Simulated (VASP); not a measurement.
# YTaP2 (P-3m1) in VASP: single point with PBE

Aim: the single point of YTaP2 with PBE.

Everything below comes from runs of VASP 6.6.1. Logs are shortened: lines on timing, memory, paths and dates and some standing lists are left out, and cuts for length are marked.

**1. The cell of the first run**

The structure is trigonal, space group P-3m1 (No. 164). Conventional cell: a = 3.695 Å, b = 3.695 Å, c = 6.582 Å, α = 90.00°, β = 90.00°, γ = 120.00°. Within 3.7 Å of Y (site symmetry -3m) lie 6 P at 2.82 Å and 2 Ta at 3.29 Å and 6 Y at 3.70 Å. Within 3.4 Å of Ta (site symmetry -3m) lie 6 P at 2.58 Å and 2 Y at 3.29 Å. P (site symmetry 3m) has 3 Ta at 2.58 Å and 3 Y at 2.82 Å within 3.4 Å.

The cell was generated, and may not be a known phase.

**2. Single point, PBE**

File INCAR:

```
SYSTEM = YTaP2
ALGO = Normal ; EDIFF = 1E-6
ENCUT = 520 ; GGA = PE
ISIF = 2 ; ISMEAR = 0
LASPH = .True. ; LCHARG = .True.
LELF = .True. ; LREAL = .False.
LVHAR = .True. ; LWAVE = .False.
NBANDS = 24 ; NELM = 60
PREC = Accurate ; SIGMA = 0.1
```

File KPOINTS:

```
k-points
0
Gamma
  15 15 8
  0 0 0
```

File POSCAR:

```
YTaP2
1.0
    3.6950732244      0.0000000000      0.0000000000
   -1.8475366122      3.2000272812      0.0000000000
    0.0000000000      0.0000000000      6.5821918333
Y Ta P
1 1 2
Direct
    0.0000000000      0.0000000000      0.0000000000
    0.0000000000      0.0000000000      0.5000000000
    0.6666666667      0.3333333333      0.7205293551
    0.3333333333      0.6666666667      0.2794706449
```

Potentials or basis: VASP PAW PBE potentials, release 64 (Y_sv, Ta_pv, P).

Run with:

```console
> cat potpaw_PBE.64/Y_sv/POTCAR potpaw_PBE.64/Ta_pv/POTCAR potpaw_PBE.64/P/POTCAR > POTCAR
> mpirun -np 1 vasp_std > vasp.out
```

OUTCAR:

```text
SYSTEM = YTaP2
   EDIFF = 1E-6
   ENCUT = 520
   GGA = PE
   ISIF = 2
   ISMEAR = 0
   LASPH = .True.
   LREAL = .False.
   NELM = 60
   PREC = Accurate

 ion  position               nearest neighbor table
   1  0.000  0.000  0.000-   3 2.82   4 2.82   3 2.82   4 2.82   3 2.82   4 2.82   2 3.29   2 3.29

   2  0.000  0.000  0.500-   3 2.58   4 2.58   3 2.58   4 2.58   3 2.58   4 2.58   1 3.29   1 3.29

   3  0.667  0.333  0.721-   2 2.58   2 2.58   2 2.58   1 2.82   1 2.82   1 2.82
   4  0.333  0.667  0.279-   2 2.58   2 2.58   2 2.58   1 2.82   1 2.82   1 2.82

  LATTYP: Found a hexagonal cell.
 ALAT       =     3.6950732244
 C/A-ratio  =     1.7813427322

  Lattice vectors:

 A1 = (   3.6950732244,   0.0000000000,   0.0000000000)
 A2 = (  -1.8475366122,   3.2000272812,   0.0000000000)
 A3 = (   0.0000000000,   0.0000000000,   6.5821918333)

Analysis of symmetry for initial positions (statically):
=====================================================================
 Subroutine PRICEL returns:
 Original cell was already a primitive cell.

 Routine SETGRP: Setting up the symmetry group for a
 hexagonal supercell.

 Subroutine GETGRP returns: Found 12 space group operations
 (whereof 12 operations were pure point group operations)
 out of a pool of 24 trial point group operations.

The static configuration has the point symmetry D_3d.

Analysis of symmetry for dynamics (positions and initial velocities):
=====================================================================
 Subroutine PRICEL returns:
 Original cell was already a primitive cell.

 Routine SETGRP: Setting up the symmetry group for a
 hexagonal supercell.

 Subroutine GETGRP returns: Found 12 space group operations
 (whereof 12 operations were pure point group operations)
 out of a pool of 24 trial point group operations.

The dynamic configuration has the point symmetry D_3d.

 Subroutine INISYM returns: Found 12 space group operations
 (whereof 12 operations are pure point group operations),
 and found     1 'primitive' translations

----------------------------------------------------------------------------------------

                                     Primitive cell

  volume of cell :      77.8300

  direct lattice vectors                    reciprocal lattice vectors
     3.695073224  0.000000000  0.000000000     0.270630631  0.156248668  0.000000000
    -1.847536612  3.200027281  0.000000000     0.000000000  0.312497336  0.000000000
     0.000000000  0.000000000  6.582191833     0.000000000  0.000000000  0.151925077

  length of vectors
     3.695073224  3.695073224  6.582191833     0.312497336  0.312497336  0.151925077

  position of ions in fractional coordinates (direct lattice)
     0.000000000  0.000000000  0.000000000
     0.000000000  0.000000000  0.500000000
     0.666666667  0.333333333  0.720529355
     0.333333333  0.666666667  0.279470645

  ion indices of the primitive-cell ions
   primitive index   ion index
                 1           1
                 2           2
                 3           3
                 4           4

----------------------------------------------------------------------------------------

 KPOINTS: k-points

Automatic generation of k-mesh.
 Grid dimensions read from file:
 generate k-points for:   15   15    8

 Generating k-lattice:

  Cartesian coordinates                     Fractional coordinates (reciprocal lattice)
     0.018042042  0.010416578  0.000000000     0.066666667 -0.000000000  0.000000000
     0.000000000  0.020833156  0.000000000     0.000000000  0.066666667  0.000000000
     0.000000000  0.000000000  0.018990635     0.000000000  0.000000000  0.125000000

  Length of vectors
     0.020833156  0.020833156  0.018990635

  Shift w.r.t. Gamma in fractional coordinates (k-lattice)
     0.000000000  0.000000000  0.000000000

 Subroutine IBZKPT returns following result:
 ===========================================

 Found    192 irreducible k-points:

 Following reciprocal coordinates:
            Coordinates               Weight
  0.000000  0.000000  0.000000      1.000000
  0.066667 -0.000000  0.000000      6.000000
  0.133333 -0.000000  0.000000      6.000000
  0.200000 -0.000000  0.000000      6.000000
  0.266667 -0.000000  0.000000      6.000000
  0.333333 -0.000000  0.000000      6.000000
[... 16 lines left out ...]
  0.333333  0.200000  0.000000     12.000000
  0.400000  0.200000  0.000000      6.000000
 [... further k-points ...]
   k-points           NKPTS =    192   k-points in BZ     NKDIM =    192   number of bands    NBANDS=     24
   number of dos      NEDOS =    301   number of ions     NIONS =      4
   total plane-waves  NPLWV =  39200
   dimension x,y,z NGX =    28 NGY =   28 NGZ =   50
   dimension x,y,z NGXF=    56 NGYF=   56 NGZF=  100
   ions per type =               1   1   2
   NGX,Y,Z   is equivalent  to a cutoff of  12.60, 12.60, 12.63 a.u.
   NGXF,Y,Z  is equivalent  to a cutoff of  25.20, 25.20, 25.26 a.u.
 SYSTEM =  YTaP2
   PREC   = accura    normal or accurate (medium, high low for compatibility)
   ISTART =      0    job   : 0-new  1-cont  2-samecut
   ICHARG =      2    charge: 1-file 2-atom 10-const
   ISPIN  =      1    spin polarized calculation?
   LNONCOLLINEAR =      F non collinear calculations
   LSORBIT =      F    spin-orbit coupling
   LASPH  =      T    aspherical Exc in radial PAW
   ENCUT  =  520.0 eV  38.22 Ry    6.18 a.u.   6.87  6.87 12.24*2*pi/ulx,y,z
   NELM   =     60;   NELMIN=  2; NELMDL= -5     # of ELM steps
   EDIFF  = 0.1E-05   stopping-criterion for ELM
   LREAL  =      F    real-space projection
[... 7 lines left out ...]
   TEBEG  =    0.0;   TEEND  =   0.0 temperature during run
   PSTRESS=    0.0 pullay stress
   NELECT =      32.0000    total number of electrons
   NUPDOWN=      -1.0000    fix difference up-down
   EMIN   =  10.00;   EMAX   =-10.00  energy-range for DOS
   EFERMI =   0.00;   METHOD = LEGACY
   ISMEAR =     0;   SIGMA  =   0.10  broadening in eV -4-tet -1-fermi 0-gaus
   EFERMI_NEDOS =   21; number of points for ismear=-14 and -15
   IALGO  =     38    algorithm
   IMIX   =      4    mixing-type and parameters
     AMIX     =   0.40;   BMIX     =  1.00
     AMIX_MAG =   1.60;   BMIX_MAG =  1.00
  volume/ion in A,a.u.               =      19.46       131.31
  Fermi-wavevector in a.u.,A,eV,Ry     =   1.217332  2.300424 20.162438  1.481897
  Thomas-Fermi vector in A             =   2.352656
   LORBIT       =      0    0 simple, 1 ext, 2 COOP (PROOUT), +10 PAW based schemes
   GGA     = PE    functional components
   LHFCALC =     F    Hartree Fock is set to
   AEXX    =    0.0000 exact exchange contribution
   IVDW    =     0    specifies the selected vdW correction
   LEPSILON=     F    determine dielectric tensor
   LRPA    =     F    only Hartree local field effects (RPA)
 non-spin polarized calculation
 Gauss-broadening in eV      SIGMA  =   0.10
  energy-cutoff  :      520.00
  volume of cell :       77.83
 maximum number of plane-waves:      2116
   NGX = 13   NGY = 13   NGZ = 25

 number of electron      32.0000000 magnetization

 Free energy of the ion-electron system (eV)
  ---------------------------------------------------
  ext. energy  EPLUGINS =         0.00000000
  ---------------------------------------------------
  free energy    TOTEN  =       -33.08431996 eV

  energy without entropy =      -33.07307595  energy(sigma->0) =      -33.07869796

 E-fermi :   6.3013     XC(G=0): -10.9107

 val. band max:        6.3003379262   @ k =  -0.0667   0.4000   0.3750
 cond. band min:       6.3080065582   @ k =   0.0000   0.2667   0.3750
 fundamental gap:      0.0076686320
 Fermi energy:         6.3013104904

 k-point     1 :       0.0000    0.0000    0.0000
  band No.  band energies     occupation
      1     -36.1412      2.00000
      2     -28.9132      2.00000
      3     -28.9132      2.00000
      4     -28.7048      2.00000
      5     -16.2361      2.00000
      6     -16.0743      2.00000
[... 16 lines left out ...]
     23      10.0424      0.00000
     24      10.1475      0.00000

 k-point     2 :       0.0667   -0.0000    0.0000
  band No.  band energies     occupation
      1     -36.1398      2.00000
      2     -28.9175      2.00000
      3     -28.9142      2.00000
      4     -28.7041      2.00000
      5     -16.2321      2.00000
      6     -16.0923      2.00000
[... 16 lines left out ...]
     23      10.3235      0.00000
     24      10.3312      0.00000

 k-point     3 :       0.1333   -0.0000    0.0000
  band No.  band energies     occupation
      1     -36.1357      2.00000
      2     -28.9298      2.00000
      3     -28.9172      2.00000
      4     -28.7021      2.00000
      5     -16.2206      2.00000
      6     -16.1427      2.00000
[... 16 lines left out ...]
     23      10.6388      0.00000
     24      11.0278      0.00000

 k-point     4 :       0.2000   -0.0000    0.0000
  band No.  band energies     occupation
      1     -36.1297      2.00000
      2     -28.9477      2.00000
      3     -28.9215      2.00000
      4     -28.6990      2.00000
      5     -16.2170      2.00000
      6     -16.2024      2.00000
[... 16 lines left out ...]
     23      10.8453      0.00000
     24      11.2027      0.00000

 k-point     5 :       0.2667   -0.0000    0.0000
  band No.  band energies     occupation
      1     -36.1228      2.00000
      2     -28.9682      2.00000
      3     -28.9264      2.00000
      4     -28.6956      2.00000
      5     -16.2984      2.00000
      6     -16.1836      2.00000
[... 451 lines left out ...]
 k-point    22 :       0.2667    0.2000    0.0000
  band No.  band energies     occupation
      1     -36.1097      2.00000
      2     -28.9927      2.00000
      3     -28.9500      2.00000
      4     -28.6890      2.00000
      5     -16.3930      2.00000
      6     -16.2176      2.00000
[... 16 lines left out ...]
     23      11.5410      0.00000
     24      11.8029      0.00000

 k-point    23 :       0.3333    0.2000    0.0000
  band No.  band energies     occupation
      1     -36.1064      2.00000
      2     -28.9986      2.00000
      3     -28.9563      2.00000
      4     -28.6874      2.00000
      5     -16.4152      2.00000
      6     -16.2422      2.00000
[... 16 lines left out ...]
     23      11.3441      0.00000
     24      12.0096      0.00000

 k-point    24 :       0.4000    0.2000    0.0000
  band No.  band energies     occupation
      1     -36.1052      2.00000
      2     -29.0005      2.00000
      3     -28.9586      2.00000
      4     -28.6868      2.00000
      5     -16.4226      2.00000
      6     -16.2512      2.00000
[... 16 lines left out ...]
     23      11.3975      0.00000
     24      11.8118      0.00000

 [... further k-points ...]

------------------------ aborting loop because EDIFF is reached ----------------------------------------

  FORCE on cell =-STRESS in cart. coord.  units (eV):
  Direction    XX          YY          ZZ          XY          YZ          ZX
  --------------------------------------------------------------------------------------
  -------------------------------------------------------------------------------------
  Total       -0.0169039     -0.0169039     -0.0341913      0.0000000     -0.0000000      0.0000000
  in kB       -0.3479769     -0.3479769     -0.7038480      0.0000000     -0.0000000      0.0000000
  external PRESSURE =      -0.4666006 kB  Pullay stress =       0.0000000 kB

 VOLUME and BASIS-vectors are now :
 -----------------------------------------------------------------------------
  energy-cutoff  :      520.00
  volume of cell :       77.83
      direct lattice vectors                 reciprocal lattice vectors
     3.695073224  0.000000000  0.000000000     0.270630631  0.156248668  0.000000000
    -1.847536612  3.200027281  0.000000000     0.000000000  0.312497336  0.000000000
     0.000000000  0.000000000  6.582191833     0.000000000  0.000000000  0.151925077

 POSITION                                       TOTAL-FORCE (eV/Angst)
 -----------------------------------------------------------------------------------
      0.00000      0.00000      0.00000         0.000000      0.000000      0.000000
      0.00000      0.00000      3.29110         0.000000      0.000000      0.000000
      1.84754      1.06668      4.74266        -0.000000      0.000000      0.008135
     -0.00000      2.13335      1.83953         0.000000     -0.000000     -0.008135
 -----------------------------------------------------------------------------------
    total drift:                               -0.000000     -0.000000      0.000000

  FREE ENERGIE OF THE ION-ELECTRON SYSTEM (eV)
  ---------------------------------------------------
  free  energy   TOTEN  =       -33.0843199631 eV

  energy  without entropy=      -33.0730759532  energy(sigma->0) =      -33.07869796
```

Run time: 2.1 min. Hardware: 1 thread of Intel Xeon 6975P-C (Granite Rapids), shared host; peak memory 0.5 GiB.

Results:

* Free energy: -33.0843 eV
* Pressure: 0.0 GPa
* Largest force: 0.008 eV/Å
* Band gap on the k mesh: zero (bands 16 and 17 overlap by 0.71 eV)

Forces in eV/Å, atoms in the order of the input:
```
Y    0.000  0.000  0.000
Ta   0.000  0.000  0.000
P    0.000  0.000  0.008
P    0.000  0.000 -0.008
```

Levels at points of the mesh, in eV from the Fermi level:
```
           k point  band 12  band 13  band 14  band 15  band 16  band 17  band 18  band 19  band 20  band 21
(0.00, 0.00, 0.00)    -3.58    -1.79    -0.67    -0.38    -0.38    -0.03    -0.03     0.75     0.75     3.56
(0.00, 0.00, 0.50)    -3.34    -3.34    -1.37    -1.37    -0.05    -0.05     0.56     1.28     2.08     2.08
```

Caveat: spin-orbit coupling is left out, which moves the levels of the heavy elements.
